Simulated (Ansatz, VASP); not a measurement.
# ZrC in VASP and in Ansatz

```
CELL_PARAMETERS angstrom
0.00000 1.87030 1.87030
1.87030 0.00000 1.87030
1.87030 1.87030 0.00000
ATOMIC_POSITIONS crystal
Zr 0.00000 0.00000 0.00000
C 0.50000 0.50000 0.50000
```

Change from the starting cell: volume scaled by 0.5, crystal datasets.

Alike in both runs: task electric field gradients; functional PBEsol; k mesh 13 × 13 × 13; occupations fermi-dirac, width 0.05 eV; no spin polarisation.

```csv
,VASP,Ansatz
version,VASP 6.6.1,Ansatz 0.2.0
potentials or method,"VASP PAW PBE potentials, release 64 (Zr_sv, C), cutoff 520 eV","all-electron PAW with datasets made for the crystal, scalar-relativistic"
```

|  | VASP | Ansatz | Ansatz less VASP |
| --- | --- | --- | --- |
| pressure (GPa) | 544.1 | 542.1 | -2.01 |

VASP's potentials were made for PBE, not for PBEsol. Both programs put the cell under a high pressure, so it lies far from rest at this level. Ansatz ran all-electron here, and VASP with PAW potentials. Ansatz's warnings: printed levels off.

Noted on VASP's run: the cell as given lies far from equilibrium.
